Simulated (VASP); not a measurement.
KV:

```
K V
1.0
     0.00000    3.76236    3.76236
     3.76236    0.00000    3.76236
     3.76236    3.76236    0.00000
K V
2 2
Direct
  0.50000 0.50000 0.50000
  0.75000 0.75000 0.75000
  0.00000 0.00000 0.00000
  0.25000 0.25000 0.25000
```

| Item | Value |
| --- | --- |
| Program | VASP 6.6.1 |
| Task | relaxation of cell and atoms |
| Functional | PBE |
| Potentials or basis | VASP PAW PBE potentials, release 64 (K_sv, V_sv) |
| Cutoff | 600 eV |
| k mesh | 4 × 4 × 4 |
| Occupations | gaussian, width 0.1 eV |
| Spin | collinear spin, ferromagnetic start |
| Starting moments | [0.15, 0.15, 3.66, 3.66] μB |

At the start: pressure 4.8 GPa; volume 26.63 Å³/atom.

Q: How do energy, volume and symmetry change on relaxing?

A: Over 4 steps the energy falls by 72.3 meV/atom and the volume is 32.25 Å³/atom (+21.1 %); space group Fd-3m (No. 227, to 0.1 Å) before and after; moment 8.53 μB per cell.

The path:
```
step  energy change (eV)  largest force (eV/Å)  pressure (GPa)  volume (Å³)
   1              0.0000                0.0000            4.81       106.52
   2             -0.2445                0.0000            1.54       119.33
   3             -0.2880                0.0000           -0.24       130.69
   4             -0.2891                0.0000           -0.02       129.00
```

Final structure:
```
K V
1.0
     0.00000    4.01042    4.01042
     4.01042    0.00000    4.01042
     4.01042    4.01042    0.00000
K V
2 2
Direct
  0.50000 0.50000 0.50000
  0.75000 0.75000 0.75000
  0.00000 0.00000 0.00000
  0.25000 0.25000 0.25000
```

Caveat: the k points lie up to 0.34 Å⁻¹ apart in the final cell; the volume moved by over 15 % at a fixed basis, so the end points are rough.
